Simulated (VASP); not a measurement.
# C (P6_3/mmc) in VASP: notebook

Runs on C. Level: PBE. Tasks: single point.

Everything below comes from runs of VASP 6.6.1. Logs are shortened: lines on timing, memory, paths and dates and some standing lists are left out, and cuts for length are marked.

### 1 The cell of the first run

It takes space group P6_3/mmc (No. 194, hexagonal). The conventional cell has a = 2.430 Å, b = 2.430 Å, c = 8.624 Å, α = 90.00°, β = 90.00°, γ = 120.00°. C (site symmetry -6m2) has 3 C at 1.40 Å within 1.9 Å. C (site symmetry -6m2) has 3 C at 1.40 Å within 1.9 Å.

### 2 Single point, PBE (biaxial strain in the a-b plane: -1.5 %, then relaxed in part)

INCAR

```
SYSTEM = C
ALGO     = Normal         ! electronic algorithm
EDIFF    = 1E-6           ! SCF threshold, eV
ENCUT    = 520            ! plane-wave cutoff, eV
GGA      = PE             ! functional
ISIF     = 2              ! what is computed and relaxed
ISMEAR   = 0              ! smearing method
LASPH    = .True.         ! aspherical terms in the spheres
LCHARG   = .False.        ! write CHGCAR
LREAL    = .False.        ! projectors in reciprocal space
LWAVE    = .False.        ! write WAVECAR
NBANDS   = 16             ! bands
NELM     = 100            ! most SCF steps
PREC     = Accurate       ! precision mode
SIGMA    = 0.1            ! smearing width, eV
```

KPOINTS

```
k-points
0
Gamma
  24 24 6
  0 0 0
```

POSCAR

```
C
1.0
    2.4295348156      0.0000000000      0.0000000000
   -1.2147674078      2.1040388697      0.0000000000
    0.0000000000      0.0000000000      8.6243175549
C
4
Direct
    0.0000000000      0.0000000000      0.2500000000
    0.0000000000      0.0000000000      0.7500000000
    0.3333333333      0.6666666667      0.2500000000
    0.6666666667      0.3333333333      0.7500000000
```

Potentials or basis: VASP PAW PBE potentials, release 64 (C).

Command:

```bash
> cat potpaw_PBE.64/C/POTCAR > POTCAR
> mpirun -np 1 vasp_std > vasp.out
```

OUTCAR:

```text
SYSTEM = C
   EDIFF = 1E-6
   ENCUT = 520
   GGA = PE
   ISIF = 2
   ISMEAR = 0
   LASPH = .True.
   LREAL = .False.
   NELM = 100
   PREC = Accurate

 ion  position               nearest neighbor table
   1  0.000  0.000  0.250-   3 1.40   3 1.40   3 1.40
   2  0.000  0.000  0.750-   4 1.40   4 1.40   4 1.40
   3  0.333  0.667  0.250-   1 1.40   1 1.40   1 1.40
   4  0.667  0.333  0.750-   2 1.40   2 1.40   2 1.40

  LATTYP: Found a hexagonal cell.
 ALAT       =     2.4295348156
 C/A-ratio  =     3.5497814230

  Lattice vectors:

 A1 = (   2.4295348156,   0.0000000000,   0.0000000000)
 A2 = (  -1.2147674078,   2.1040388697,   0.0000000000)
 A3 = (   0.0000000000,   0.0000000000,   8.6243175549)

Analysis of symmetry for initial positions (statically):
=====================================================================
 Subroutine PRICEL returns:
 Original cell was already a primitive cell.

 Routine SETGRP: Setting up the symmetry group for a
 hexagonal supercell.

 Subroutine GETGRP returns: Found 24 space group operations
 (whereof 12 operations were pure point group operations)
 out of a pool of 24 trial point group operations.

The static configuration has the point symmetry D_3d.
 The point group associated with its full space group is D_6h.

Analysis of symmetry for dynamics (positions and initial velocities):
=====================================================================
 Subroutine PRICEL returns:
 Original cell was already a primitive cell.

 Routine SETGRP: Setting up the symmetry group for a
 hexagonal supercell.

 Subroutine GETGRP returns: Found 24 space group operations
 (whereof 12 operations were pure point group operations)
 out of a pool of 24 trial point group operations.

The dynamic configuration has the point symmetry D_3d.
 The point group associated with its full space group is D_6h.

 Subroutine INISYM returns: Found 24 space group operations
 (whereof 12 operations are pure point group operations),
 and found     1 'primitive' translations

----------------------------------------------------------------------------------------

                                     Primitive cell

  volume of cell :      44.0861

  direct lattice vectors                    reciprocal lattice vectors
     2.429534816  0.000000000  0.000000000     0.411601428  0.237638195  0.000000000
    -1.214767408  2.104038870  0.000000000     0.000000000  0.475276391  0.000000000
     0.000000000  0.000000000  8.624317555     0.000000000  0.000000000  0.115951204

  length of vectors
     2.429534816  2.429534816  8.624317555     0.475276391  0.475276391  0.115951204

  position of ions in fractional coordinates (direct lattice)
     0.000000000  0.000000000  0.250000000
     0.000000000  0.000000000  0.750000000
     0.333333333  0.666666667  0.250000000
     0.666666667  0.333333333  0.750000000

  ion indices of the primitive-cell ions
   primitive index   ion index
                 1           1
                 2           2
                 3           3
                 4           4

----------------------------------------------------------------------------------------

 KPOINTS: k-points

Automatic generation of k-mesh.
 Grid dimensions read from file:
 generate k-points for:   24   24    6

 Generating k-lattice:

  Cartesian coordinates                     Fractional coordinates (reciprocal lattice)
     0.017150060  0.009901591  0.000000000     0.041666667  0.000000000  0.000000000
     0.000000000  0.019803183  0.000000000     0.000000000  0.041666667  0.000000000
     0.000000000  0.000000000  0.019325201     0.000000000  0.000000000  0.166666667

  Length of vectors
     0.019803183  0.019803183  0.019325201

  Shift w.r.t. Gamma in fractional coordinates (k-lattice)
     0.000000000  0.000000000  0.000000000

 Subroutine IBZKPT returns following result:
 ===========================================

 Found    244 irreducible k-points:

 Following reciprocal coordinates:
            Coordinates               Weight
  0.000000  0.000000  0.000000      1.000000
  0.041667  0.000000  0.000000      6.000000
  0.083333 -0.000000  0.000000      6.000000
  0.125000  0.000000  0.000000      6.000000
  0.166667  0.000000  0.000000      6.000000
  0.208333  0.000000  0.000000      6.000000
[... 16 lines left out ...]
  0.416667  0.041667  0.000000     12.000000
  0.458333  0.041667  0.000000     12.000000
 [... further k-points ...]
   k-points           NKPTS =    244   k-points in BZ     NKDIM =    244   number of bands    NBANDS=     16
   number of dos      NEDOS =    301   number of ions     NIONS =      4
   total plane-waves  NPLWV =  20736
   dimension x,y,z NGX =    18 NGY =   18 NGZ =   64
   dimension x,y,z NGXF=    36 NGYF=   36 NGZF=  128
   ions per type =               4
   NGX,Y,Z   is equivalent  to a cutoff of  12.32, 12.32, 12.34 a.u.
   NGXF,Y,Z  is equivalent  to a cutoff of  24.63, 24.63, 24.67 a.u.
 SYSTEM =  C
   PREC   = accura    normal or accurate (medium, high low for compatibility)
   ISTART =      0    job   : 0-new  1-cont  2-samecut
   ICHARG =      2    charge: 1-file 2-atom 10-const
   ISPIN  =      1    spin polarized calculation?
   LNONCOLLINEAR =      F non collinear calculations
   LSORBIT =      F    spin-orbit coupling
   LASPH  =      T    aspherical Exc in radial PAW
   ENCUT  =  520.0 eV  38.22 Ry    6.18 a.u.   4.52  4.52 16.04*2*pi/ulx,y,z
   NELM   =    100;   NELMIN=  2; NELMDL= -5     # of ELM steps
   EDIFF  = 0.1E-05   stopping-criterion for ELM
   LREAL  =      F    real-space projection
   EDIFFG = 0.1E-04   stopping-criterion for IOM
   NSW    =      0    number of steps for IOM
   IBRION =     -1    ionic relax: 0-MD 1-quasi-New 2-CG
   NFREE  =      0    steps in history (QN), initial steepest desc. (CG)
   ISIF   =      2    stress and relaxation
   ISYM   =      2    0-nonsym 1-usesym 2-fastsym
   POTIM  = 0.5000    time-step for ionic-motion
   TEBEG  =    0.0;   TEEND  =   0.0 temperature during run
   PSTRESS=    0.0 pullay stress
   NELECT =      16.0000    total number of electrons
   NUPDOWN=      -1.0000    fix difference up-down
   EMIN   =  10.00;   EMAX   =-10.00  energy-range for DOS
   EFERMI =   0.00;   METHOD = LEGACY
   ISMEAR =     0;   SIGMA  =   0.10  broadening in eV -4-tet -1-fermi 0-gaus
   EFERMI_NEDOS =   21; number of points for ismear=-14 and -15
   IALGO  =     38    algorithm
   IMIX   =      4    mixing-type and parameters
     AMIX     =   0.40;   BMIX     =  1.00
     AMIX_MAG =   1.60;   BMIX_MAG =  1.00
  volume/ion in A,a.u.               =      11.02        74.38
  Fermi-wavevector in a.u.,A,eV,Ry     =   1.167744  2.206716 18.553256  1.363626
  Thomas-Fermi vector in A             =   2.304240
   LORBIT       =      0    0 simple, 1 ext, 2 COOP (PROOUT), +10 PAW based schemes
   GGA     = PE    functional components
   LHFCALC =     F    Hartree Fock is set to
   AEXX    =    0.0000 exact exchange contribution
   IVDW    =     0    specifies the selected vdW correction
   LEPSILON=     F    determine dielectric tensor
   LRPA    =     F    only Hartree local field effects (RPA)
 non-spin polarized calculation
 Gauss-broadening in eV      SIGMA  =   0.10
  energy-cutoff  :      520.00
  volume of cell :       44.09
 maximum number of plane-waves:      1211
   NGX =  9   NGY =  9   NGZ = 33

 number of electron      15.9999998 magnetization

 Free energy of the ion-electron system (eV)
  ---------------------------------------------------
  ext. energy  EPLUGINS =         0.00000000
  ---------------------------------------------------
  free energy    TOTEN  =       -36.83712938 eV

  energy without entropy =      -36.83651562  energy(sigma->0) =      -36.83682250

 E-fermi :   2.9569     XC(G=0):  -8.7233

 val. band max:        2.9565583841   @ k =   0.3333   0.3333   0.1667
 cond. band min:       2.9570519128   @ k =   0.3333   0.3333   0.3333
 fundamental gap:      0.0004935287
 Fermi energy:         2.9568910605

 k-point     1 :       0.0000    0.0000    0.0000
  band No.  band energies     occupation
      1     -16.9405      2.00000
      2     -16.9095      2.00000
      3      -5.1769      2.00000
      4      -4.7432      2.00000
      5      -0.0672      2.00000
      6      -0.0672      2.00000
[... 8 lines left out ...]
     15      12.9307      0.00000
     16      14.9260      0.00000

 k-point     2 :       0.0417    0.0000    0.0000
  band No.  band energies     occupation
      1     -16.8983      2.00000
      2     -16.8674      2.00000
      3      -5.1257      2.00000
      4      -4.6929      2.00000
      5      -0.2394      2.00000
      6      -0.2383      2.00000
[... 8 lines left out ...]
     15      12.9935      0.00000
     16      14.7716      0.00000

 k-point     3 :       0.0833   -0.0000    0.0000
  band No.  band energies     occupation
      1     -16.7718      2.00000
      2     -16.7413      2.00000
      3      -4.9721      2.00000
      4      -4.5422      2.00000
      5      -0.7301      2.00000
      6      -0.7283      2.00000
[... 8 lines left out ...]
     15      13.1735      0.00000
     16      14.3229      0.00000

 k-point     4 :       0.1250    0.0000    0.0000
  band No.  band energies     occupation
      1     -16.5615      2.00000
      2     -16.5315      2.00000
      3      -4.7173      2.00000
      4      -4.2922      2.00000
      5      -1.4759      2.00000
      6      -1.4731      2.00000
[... 8 lines left out ...]
     15      13.4521      0.00000
     16      13.6175      0.00000
[... 324 lines left out ...]
 k-point    22 :       0.3750    0.0417    0.0000
  band No.  band energies     occupation
      1     -13.1946      2.00000
      2     -13.1728      2.00000
      3      -8.4313      2.00000
      4      -8.4183      2.00000
      5      -3.4657      2.00000
      6      -3.4624      2.00000
[... 8 lines left out ...]
     15      16.9275      0.00000
     16      17.3553      0.00000

 k-point    23 :       0.4167    0.0417    0.0000
  band No.  band energies     occupation
      1     -12.4151      2.00000
      2     -12.3952      2.00000
      3      -9.4546      2.00000
      4      -9.4402      2.00000
      5      -3.6334      2.00000
      6      -3.6301      2.00000
[... 8 lines left out ...]
     15      15.6800      0.00000
     16      17.3702      0.00000

 k-point    24 :       0.4583    0.0417    0.0000
  band No.  band energies     occupation
      1     -11.6494      2.00000
      2     -11.6340      2.00000
      3     -10.3410      2.00000
      4     -10.3280      2.00000
      5      -3.7181      2.00000
      6      -3.7147      2.00000
[... 8 lines left out ...]
     15      15.4243      0.00000
     16      16.5132      0.00000

 [... further k-points ...]

------------------------ aborting loop because EDIFF is reached ----------------------------------------

  FORCE on cell =-STRESS in cart. coord.  units (eV):
  Direction    XX          YY          ZZ          XY          YZ          ZX
  --------------------------------------------------------------------------------------
  -------------------------------------------------------------------------------------
  Total        4.4289453      4.4289453     -0.0146245      0.0000000      0.0000000      0.0000000
  in kB      160.9567778    160.9567778     -0.5314826      0.0000000      0.0000000      0.0000000
  external PRESSURE =     107.1273577 kB  Pullay stress =       0.0000000 kB

 VOLUME and BASIS-vectors are now :
 -----------------------------------------------------------------------------
  energy-cutoff  :      520.00
  volume of cell :       44.09
      direct lattice vectors                 reciprocal lattice vectors
     2.429534816  0.000000000  0.000000000     0.411601428  0.237638195  0.000000000
    -1.214767408  2.104038870  0.000000000     0.000000000  0.475276391  0.000000000
     0.000000000  0.000000000  8.624317555     0.000000000  0.000000000  0.115951204

 POSITION                                       TOTAL-FORCE (eV/Angst)
 -----------------------------------------------------------------------------------
      0.00000      0.00000      2.15608         0.000000      0.000000     -0.000000
      0.00000      0.00000      6.46824        -0.000000      0.000000     -0.000000
     -0.00000      1.40269      2.15608         0.000000      0.000000      0.000000
      1.21477      0.70135      6.46824        -0.000000     -0.000000     -0.000000
 -----------------------------------------------------------------------------------
    total drift:                                0.000000     -0.000000      0.000000

  FREE ENERGIE OF THE ION-ELECTRON SYSTEM (eV)
  ---------------------------------------------------
  free  energy   TOTEN  =       -36.8371293787 eV

  energy  without entropy=      -36.8365156222  energy(sigma->0) =      -36.83682250
```

Wall time 3.5 min (1 thread of AMD EPYC, shared host); peak memory 0.2 GiB.

What came out:

* Free energy: -36.8371 eV
* Pressure: 10.7 GPa
* Band gap on the k mesh: zero (filled and empty bands touch)

Caveat: the cell differs from its parent crystal (biaxial strain in the a-b plane: -1.5 %, then relaxed in part); the cell stands under pressure; this functional lacks dispersion, which binds the layers, so the pressure and a relaxed spacing across them are unreliable.

### 3 Single point, PBE

This run uses another cell than the first one, of 11.15 Å³/atom.

INCAR

```
SYSTEM = C
PREC     = Accurate       ! precision mode
ENCUT    = 520            ! plane-wave cutoff, eV
EDIFF    = 1E-6           ! SCF threshold, eV
ISMEAR   = 0              ! smearing method
SIGMA    = 0.1            ! smearing width, eV
LREAL    = .False.        ! projectors in reciprocal space
LASPH    = .True.         ! aspherical terms in the spheres
NELM     = 60             ! most SCF steps
ALGO     = Normal         ! electronic algorithm
ISIF     = 2              ! what is computed and relaxed
LWAVE    = .False.        ! write WAVECAR
LCHARG   = .False.        ! write CHGCAR
GGA      = PE             ! functional
NBANDS   = 16             ! bands
```

KPOINTS

```
regular mesh
0
Gamma
  24 24 6
  0 0 0
```

POSCAR

```
C
1.0
    2.4665328077      0.0000000000      0.0000000000
   -1.2332664039      2.1360800708      0.0000000000
    0.0000000000      0.0000000000      8.4654490968
C
4
Direct
    0.0000000000      0.0000000000      0.2500000000
    0.0000000000      0.0000000000      0.7500000000
    0.3333333333      0.6666666667      0.2500000000
    0.6666666667      0.3333333333      0.7500000000
```

Potentials or basis: VASP PAW PBE potentials, release 64 (C).

Command:

```bash
> cat potpaw_PBE.64/C/POTCAR > POTCAR
> mpirun -np 1 vasp_std > vasp.out
```

It took 4.9 min on 1 thread of AMD EPYC, shared host; peak memory 0.2 GiB.

The run converged. Its results:

```yaml
Free_energy: -36.9062 eV
Pressure: 0.4 GPa
Band_gap_on_the_k_mesh: zero (filled and empty bands touch)
```

Stress tensor (GPa, compression positive):
```
0.54 0.00 0.00
0.00 0.54 0.00
0.00 0.00 0.00
```

Levels at points of the mesh, in eV from the Fermi level:
```tsv
k point	band 6	band 7	band 8	band 9	band 10	band 11
(0.00, 0.00, 0.00)	-3.04	-3.04	-3.04	3.11	6.48	8.30
(0.50, 0.00, 0.00)	-6.42	-2.44	-2.28	1.58	1.80	7.33
(0.00, 0.00, 0.50)	-3.04	-3.04	-3.04	4.40	4.40	8.30
(0.50, 0.00, 0.50)	-6.42	-2.36	-2.36	1.67	1.67	7.36
```

Caveat: this functional lacks dispersion, which binds the layers, so the pressure and a relaxed spacing across them are unreliable.

### 4 Single point, PBE (biaxial strain in the a-b plane: +1.5 %)

INCAR

```
PREC = Accurate ; ENCUT = 520
EDIFF = 1E-6 ; ISMEAR = 0
SIGMA = 0.1 ; LREAL = False
LASPH = True ; NELM = 80
ALGO = Normal ; ISIF = 2
LWAVE = False ; LCHARG = True
GGA = PE ; LELF = True
LVHAR = True ; NBANDS = 16
```

KPOINTS

```
Automatic mesh
0
Gamma
  24 24 6
```

POSCAR

```
C
1.0
    2.5035307999      0.0000000000      0.0000000000
   -1.2517653999      2.1681212718      0.0000000000
    0.0000000000      0.0000000000      8.3892600549
C
4
Direct
    0.0000000000      0.0000000000      0.2500000000
    0.0000000000      0.0000000000      0.7500000000
    0.3333333333      0.6666666667      0.2500000000
    0.6666666667      0.3333333333      0.7500000000
```

Command:

```bash
> cat potpaw_PBE.64/C/POTCAR > POTCAR
> mpirun -np 1 vasp_std > vasp.out
```

Run time: 5.7 min. Hardware: 1 thread of AMD EPYC, shared host; peak memory 0.22 GiB.

It converged, with:

```yaml
Free_energy: -36.8520 eV
Pressure: -8.9 GPa
Band_gap_on_the_k_mesh: zero (filled and empty bands touch)
```

Stress tensor (GPa, compression positive):
```
-13.30   0.00   0.00
  0.00 -13.30   0.00
  0.00   0.00   0.03
```

Levels at points of the mesh, in eV from the Fermi level:
```
           k point  band 6  band 7  band 8  band 9  band 10  band 11
(0.00, 0.00, 0.00)   -3.06   -3.06   -3.06    3.29     6.74     8.01
(0.50, 0.00, 0.00)   -6.29   -2.36   -2.19    1.56     1.78     6.90
(0.00, 0.00, 0.50)   -3.06   -3.06   -3.06    4.62     4.62     8.02
(0.50, 0.00, 0.50)   -6.29   -2.27   -2.27    1.65     1.65     6.93
```

Caveat: the cell differs from its parent crystal (biaxial strain in the a-b plane: +1.5 %); the cell stands under tension; this functional lacks dispersion, which binds the layers, so the pressure and a relaxed spacing across them are unreliable.

(Part 1 of 2 ends here.)
